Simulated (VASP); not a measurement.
# Al (Fm-3m) in VASP: a series of runs

The runs below take Al through single point, relaxation of cell and atoms, with rpbe exchange, lyp correlation, pbe exchange, lyp correlation.

All numbers are computed with VASP 6.6.1; they aren't measurements. Logs are shortened: lines on timing, memory, paths and dates and some standing lists are left out, and cuts for length are marked.

## 1. The cell of the first run

The structure is cubic, space group Fm-3m (No. 225). Conventional cell: a = 4.362 Å, b = 4.362 Å, c = 4.362 Å, α = 90.00°, β = 90.00°, γ = 90.00°. Within 4.1 Å of Al (site symmetry m-3m) lie 12 Al at 3.08 Å.

## 2. Single point, rpbe exchange, lyp correlation (20.75 Å³/atom)

INCAR reads:

```
SYSTEM = Al
  PREC = Accurate
  ENCUT = 500
  EDIFF = 1E-6
  ISMEAR = 0
  SIGMA = 0.05
  LREAL = .FALSE.
  LASPH = .TRUE.
  NELM = 120
  ALGO = Normal
  ISIF = 2
  LWAVE = .FALSE.
  LCHARG = .FALSE.
  GGA = LIBXC
  LIBXC1 = GGA_X_RPBE
  LIBXC2 = GGA_C_LYP
  NBANDS = 8
  GGA_COMPAT = .FALSE.
```

KPOINTS reads:

```
regular mesh
0
G
  11 11 11
  0 0 0
```

POSCAR reads:

```
Al
1.0
    3.0846190764      0.0000000000      0.0000000000
    1.5423095382      2.6713584812      0.0000000000
    1.5423095382      0.8904528271      2.5185809293
Al
1
Direct
    0.0000000000      0.0000000000      0.0000000000
```

Potentials or basis: VASP PAW PBE potentials, release 64 (Al).

The run is started by

```bash
> cat potpaw_PBE.64/Al/POTCAR > POTCAR
> mpirun -np 1 vasp_std > vasp.out
```

OUTCAR:

```text
SYSTEM = Al
   PREC = Accurate
   ENCUT = 500
   EDIFF = 1E-6
   ISMEAR = 0
   LREAL = .FALSE.
   LASPH = .TRUE.
   NELM = 120
   ISIF = 2
   GGA = LIBXC

 ion  position               nearest neighbor table
   1  0.000  0.000  0.000-

  LATTYP: Found a face centered cubic cell.
 ALAT       =     4.3623101326

  Lattice vectors:

 A1 = (   3.0846190764,   0.0000000000,   0.0000000000)
 A2 = (   1.5423095382,   2.6713584812,   0.0000000000)
 A3 = (   1.5423095382,   0.8904528271,   2.5185809293)

Analysis of symmetry for initial positions (statically):
=====================================================================
 Subroutine PRICEL returns:
 Original cell was already a primitive cell.

 Routine SETGRP: Setting up the symmetry group for a
 face centered cubic supercell.

 Subroutine GETGRP returns: Found 48 space group operations
 (whereof 48 operations were pure point group operations)
 out of a pool of 48 trial point group operations.

The static configuration has the point symmetry O_h .

Analysis of symmetry for dynamics (positions and initial velocities):
=====================================================================
 Subroutine PRICEL returns:
 Original cell was already a primitive cell.

 Routine SETGRP: Setting up the symmetry group for a
 face centered cubic supercell.

 Subroutine GETGRP returns: Found 48 space group operations
 (whereof 48 operations were pure point group operations)
 out of a pool of 48 trial point group operations.

The dynamic configuration has the point symmetry O_h .

 Subroutine INISYM returns: Found 48 space group operations
 (whereof 48 operations are pure point group operations),
 and found     1 'primitive' translations

----------------------------------------------------------------------------------------

                                     Primitive cell

  volume of cell :      20.7534

  direct lattice vectors                    reciprocal lattice vectors
     3.084619076  0.000000000  0.000000000     0.324189138 -0.187170686 -0.132349661
     1.542309538  2.671358481  0.000000000     0.000000000  0.374341372 -0.132349661
     1.542309538  0.890452827  2.518580929     0.000000000  0.000000000  0.397048984

  length of vectors
     3.084619076  3.084619076  3.084619076     0.397048984  0.397048984  0.397048984

  position of ions in fractional coordinates (direct lattice)
     0.000000000  0.000000000  0.000000000

  ion indices of the primitive-cell ions
   primitive index   ion index
                 1           1

----------------------------------------------------------------------------------------

 KPOINTS: regular mesh

Automatic generation of k-mesh.
 Grid dimensions read from file:
 generate k-points for:   11   11   11

 Generating k-lattice:

  Cartesian coordinates                     Fractional coordinates (reciprocal lattice)
     0.029471740 -0.017015517 -0.012031787     0.090909091  0.000000000 -0.000000000
     0.000000000  0.034031034 -0.012031787     0.000000000  0.090909091 -0.000000000
     0.000000000  0.000000000  0.036095362     0.000000000  0.000000000  0.090909091

  Length of vectors
     0.036095362  0.036095362  0.036095362

  Shift w.r.t. Gamma in fractional coordinates (k-lattice)
     0.000000000  0.000000000  0.000000000

 Subroutine IBZKPT returns following result:
 ===========================================

 Found     56 irreducible k-points:

 Following reciprocal coordinates:
            Coordinates               Weight
  0.000000  0.000000  0.000000      1.000000
  0.090909  0.000000  0.000000      8.000000
  0.181818 -0.000000  0.000000      8.000000
  0.272727  0.000000  0.000000      8.000000
  0.363636 -0.000000 -0.000000      8.000000
  0.454545  0.000000  0.000000      8.000000
[... 16 lines left out ...]
 -0.272727  0.181818  0.000000     24.000000
 -0.181818  0.181818  0.000000     12.000000
 [... further k-points ...]
   k-points           NKPTS =     56   k-points in BZ     NKDIM =     56   number of bands    NBANDS=      8
   number of dos      NEDOS =    301   number of ions     NIONS =      1
   total plane-waves  NPLWV =  13824
   dimension x,y,z NGX =    24 NGY =   24 NGZ =   24
   dimension x,y,z NGXF=    48 NGYF=   48 NGZF=   48
   ions per type =               1
   NGX,Y,Z   is equivalent  to a cutoff of  12.93, 12.93, 12.93 a.u.
   NGXF,Y,Z  is equivalent  to a cutoff of  25.87, 25.87, 25.87 a.u.
 SYSTEM =  Al
   PREC   = accura    normal or accurate (medium, high low for compatibility)
   ISTART =      0    job   : 0-new  1-cont  2-samecut
   ICHARG =      2    charge: 1-file 2-atom 10-const
   ISPIN  =      1    spin polarized calculation?
   LNONCOLLINEAR =      F non collinear calculations
   LSORBIT =      F    spin-orbit coupling
   LASPH  =      T    aspherical Exc in radial PAW
   ENCUT  =  500.0 eV  36.75 Ry    6.06 a.u.   5.62  5.62  5.62*2*pi/ulx,y,z
   NELM   =    120;   NELMIN=  2; NELMDL= -5     # of ELM steps
   EDIFF  = 0.1E-05   stopping-criterion for ELM
   LREAL  =      F    real-space projection
   EDIFFG = 0.1E-04   stopping-criterion for IOM
   NSW    =      0    number of steps for IOM
   IBRION =     -1    ionic relax: 0-MD 1-quasi-New 2-CG
   NFREE  =      0    steps in history (QN), initial steepest desc. (CG)
   ISIF   =      2    stress and relaxation
   ISYM   =      2    0-nonsym 1-usesym 2-fastsym
   POTIM  = 0.5000    time-step for ionic-motion
   TEBEG  =    0.0;   TEEND  =   0.0 temperature during run
   PSTRESS=    0.0 pullay stress
   NELECT =       3.0000    total number of electrons
   NUPDOWN=      -1.0000    fix difference up-down
   EMIN   =  10.00;   EMAX   =-10.00  energy-range for DOS
   EFERMI =   0.00;   METHOD = LEGACY
   ISMEAR =     0;   SIGMA  =   0.05  broadening in eV -4-tet -1-fermi 0-gaus
   EFERMI_NEDOS =   21; number of points for ismear=-14 and -15
   IALGO  =     38    algorithm
   IMIX   =      4    mixing-type and parameters
     AMIX     =   0.40;   BMIX     =  1.00
     AMIX_MAG =   1.60;   BMIX_MAG =  1.00
  volume/ion in A,a.u.               =      20.75       140.05
  Fermi-wavevector in a.u.,A,eV,Ry     =   0.859182  1.623619 10.043745  0.738194
  Thomas-Fermi vector in A             =   1.976499
   LORBIT       =      0    0 simple, 1 ext, 2 COOP (PROOUT), +10 PAW based schemes
   GGA     = LIBXC    functional components
   LHFCALC =     F    Hartree Fock is set to
   AEXX    =    0.0000 exact exchange contribution
   IVDW    =     0    specifies the selected vdW correction
   LEPSILON=     F    determine dielectric tensor
   LRPA    =     F    only Hartree local field effects (RPA)
 non-spin polarized calculation
 Gauss-broadening in eV      SIGMA  =   0.05
  energy-cutoff  :      500.00
  volume of cell :       20.75
 maximum number of plane-waves:       537
   NGX = 11   NGY = 11   NGZ = 11

 number of electron       3.0000000 magnetization

 Free energy of the ion-electron system (eV)
  ---------------------------------------------------
  ext. energy  EPLUGINS =         0.00000000
  ---------------------------------------------------
  free energy    TOTEN  =        -2.48123768 eV

  energy without entropy =       -2.48071060  energy(sigma->0) =       -2.48097414

 E-fermi :   6.2949     XC(G=0):  -8.7951

 val. band max:        6.2045893485   @ k =  -0.4545   0.3636   0.0000
 cond. band min:       6.3133182584   @ k =  -0.2727   0.4545   0.1818
 fundamental gap:      0.1087289099
 Fermi energy:         6.2948524879

 k-point     1 :       0.0000    0.0000    0.0000
  band No.  band energies     occupation
      1      -3.2889      2.00000
      2      17.5703      0.00000
      3      17.5703      0.00000
      4      17.5703      0.00000
      5      17.7491      0.00000
      6      17.7491      0.00000
      7      17.7491      0.00000
      8      21.3730      0.00000

 k-point     2 :       0.0909    0.0000    0.0000
  band No.  band energies     occupation
      1      -3.0967      2.00000
      2      14.7381      0.00000
      3      16.6095      0.00000
      4      16.6095      0.00000
      5      18.8404      0.00000
      6      18.9532      0.00000
      7      18.9532      0.00000
      8      22.5304      0.00000

 k-point     3 :       0.1818   -0.0000    0.0000
  band No.  band energies     occupation
      1      -2.5213      2.00000
      2      11.5788      0.00000
      3      15.8741      0.00000
      4      15.8741      0.00000
      5      18.7663      0.00000
      6      19.7724      0.00000
      7      19.7724      0.00000
      8      21.7732      0.00000

 k-point     4 :       0.2727    0.0000    0.0000
  band No.  band energies     occupation
      1      -1.5672      2.00000
      2       8.6008      0.00000
      3      15.4524      0.00000
      4      15.4524      0.00000
      5      18.6097      0.00000
      6      18.7848      0.00000
      7      18.7848      0.00000
      8      22.5572      0.00000

 k-point     5 :       0.3636   -0.0000   -0.0000
  band No.  band energies     occupation
      1      -0.2426      2.00000
      2       5.9040      2.00000
      3      15.3224      0.00000
      4      15.3224      0.00000
      5      17.6685      0.00000
      6      17.6685      0.00000
      7      18.6264      0.00000
      8      21.3046      0.00000
[... 177 lines left out ...]
 k-point    22 :      -0.3636    0.1818    0.0000
  band No.  band energies     occupation
      1       1.5053      2.00000
      2       4.9279      2.00000
      3      10.2553      0.00000
      4      13.9307      0.00000
      5      15.8802      0.00000
      6      19.7763      0.00000
      7      21.7094      0.00000
      8      24.6307      0.00000

 k-point    23 :      -0.2727    0.1818    0.0000
  band No.  band energies     occupation
      1      -0.0519      2.00000
      2       7.3773      0.00000
      3      10.1033      0.00000
      4      14.9427      0.00000
      5      16.9968      0.00000
      6      19.6576      0.00000
      7      21.3620      0.00000
      8      22.0996      0.00000

 k-point    24 :      -0.1818    0.1818    0.0000
  band No.  band energies     occupation
      1      -1.2498      2.00000
      2       9.8475      0.00000
      3      10.5841      0.00000
      4      16.1900      0.00000
      5      18.3928      0.00000
      6      19.7227      0.00000
      7      20.0738      0.00000
      8      20.7862      0.00000

 [... further k-points ...]

------------------------ aborting loop because EDIFF is reached ----------------------------------------

  FORCE on cell =-STRESS in cart. coord.  units (eV):
  Direction    XX          YY          ZZ          XY          YZ          ZX
  --------------------------------------------------------------------------------------
  -------------------------------------------------------------------------------------
  Total       -0.7879748     -0.7879748     -0.7879748      0.0000000     -0.0000000      0.0000000
  in kB      -60.8321703    -60.8321703    -60.8321703      0.0000000     -0.0000000      0.0000000
  external PRESSURE =     -60.8321703 kB  Pullay stress =       0.0000000 kB

 VOLUME and BASIS-vectors are now :
 -----------------------------------------------------------------------------
  energy-cutoff  :      500.00
  volume of cell :       20.75
      direct lattice vectors                 reciprocal lattice vectors
     3.084619076  0.000000000  0.000000000     0.324189138 -0.187170686 -0.132349661
     1.542309538  2.671358481  0.000000000     0.000000000  0.374341372 -0.132349661
     1.542309538  0.890452827  2.518580929     0.000000000  0.000000000  0.397048984

 POSITION                                       TOTAL-FORCE (eV/Angst)
 -----------------------------------------------------------------------------------
      0.00000      0.00000      0.00000        -0.000000      0.000000      0.000000
 -----------------------------------------------------------------------------------
    total drift:                               -0.000000     -0.000000      0.000000

  FREE ENERGIE OF THE ION-ELECTRON SYSTEM (eV)
  ---------------------------------------------------
  free  energy   TOTEN  =        -2.4812376804 eV

  energy  without entropy=       -2.4807106025  energy(sigma->0) =       -2.48097414
```

Wall time 4 s (1 thread of Intel Xeon Platinum 8559C (Emerald Rapids), shared host); peak memory 0.13 GiB.

Results:

| Item | Value |
| --- | --- |
| Free energy | -2.4812 eV |
| Pressure | -6.1 GPa |
| Band gap on the k mesh | zero (an odd number of electrons rules out a gap without spin polarisation) |

Levels at points of the mesh, in eV from the Fermi level:
| k point | band 1 | band 2 | band 3 | band 4 |
| --- | --- | --- | --- | --- |
| (0.00, 0.00, 0.00) | -9.58 | 11.28 | 11.28 | 11.28 |

Caveat: the cell stands under tension; the PAW data sets were made with another functional, which shifts forces and pressure a little.

## 3. Relaxation of cell and atoms, pbe exchange, lyp correlation, collinear spin

This run uses another cell than the first one, of 16.60 Å³/atom.

INCAR reads:

```
SYSTEM = Al
  PREC = Accurate
  ENCUT = 500
  EDIFF = 1E-7
  ISMEAR = 0
  SIGMA = 0.15
  LREAL = .False.
  LASPH = .True.
  NELM = 200
  ALGO = Normal
  ISIF = 3
  LWAVE = .False.
  LCHARG = .False.
  ISPIN = 2
  MAGMOM = 0.5
  LORBIT = 11
  GGA = LIBXC
  LIBXC1 = GGA_X_PBE
  LIBXC2 = GGA_C_LYP
  IBRION = 2
  NSW = 80
  EDIFFG = -0.02
  ISYM = 0
  GGA_COMPAT = .False.
  NELMIN = 4
```

KPOINTS reads:

```
regular mesh
0
Gamma
  11 11 11
  0 0 0
```

POSCAR reads:

```
Al
1.0
    0.0000000000      2.0248050000      2.0248050000
    2.0248050000      0.0000000000      2.0248050000
    2.0248050000      2.0248050000      0.0000000000
Al
1
Direct
    0.0000000000      0.0000000000      0.0000000000
```

Potentials or basis: VASP PAW PBE potentials, release 64 (Al).

The run is started by

```bash
> cat potpaw_PBE.64/Al/POTCAR > POTCAR
> mpirun -np 1 vasp_std > vasp.out
```

Wall time 54 s (1 thread of Intel Xeon Platinum 8559C (Emerald Rapids), shared host); peak memory 0.2 GiB.

It converged, with:

* Free energy: -2.8070 eV
* Relaxed volume: 17.25 Å³/atom
* Relaxed cell: a = 2.900 Å, b = 2.900 Å, c = 2.900 Å, α = 60.00°, β = 60.00°, γ = 60.00°
* Space group after relaxing (to 0.1 Å): Fm-3m (No. 225)
* Energy gained by relaxing: 4.9 meV/atom
* Ionic steps: 2
* Pressure after relaxing: 0.0 GPa
* Net moment: 0.00 μB per cell
* Valence electrons inside the program's atomic spheres: Al 0.76

Step by step:
| step | energy change (eV) | largest force (eV/Å) | pressure (GPa) | volume (Å³) |
| --- | --- | --- | --- | --- |
| 1 | 0.0000 | 0.0000 | 2.55 | 16.60 |
| 2 | -0.0049 | 0.0000 | -0.01 | 17.25 |

Final structure:
```cif
data_structure
_symmetry_space_group_name_H-M 'P 1'
_symmetry_Int_Tables_number 1
_cell_length_a 2.9001
_cell_length_b 2.9001
_cell_length_c 2.9001
_cell_angle_alpha 60.000
_cell_angle_beta 60.000
_cell_angle_gamma 60.000
_cell_volume 17.25
loop_
_atom_site_label
_atom_site_type_symbol
_atom_site_fract_x
_atom_site_fract_y
_atom_site_fract_z
_atom_site_occupancy
Al1 Al 0.00000 0.00000 0.00000 1
```

Levels at points of the mesh, in eV from the Fermi level:
Spin up:
```csv
k point,band 1,band 2,band 3,band 4,band 5
"(0.00, 0.00, 0.00)",-10.84,12.35,12.35,12.35,13.32
```
Spin down:
| k point | band 1 | band 2 | band 3 | band 4 | band 5 |
| --- | --- | --- | --- | --- | --- |
| (0.00, 0.00, 0.00) | -10.84 | 12.35 | 12.35 | 12.35 | 13.32 |

Caveat: the PAW data sets were made with another functional, which shifts forces and pressure a little.

## 4. Against experiment

Step 3. The cell as given is a measured one (16.60 Å³/atom); pbe exchange, lyp correlation puts the equilibrium volume +3.9 % from it, thermal expansion not counted.

The gap in the log of VASP goes by the Fermi energy; the results here count the filled bands.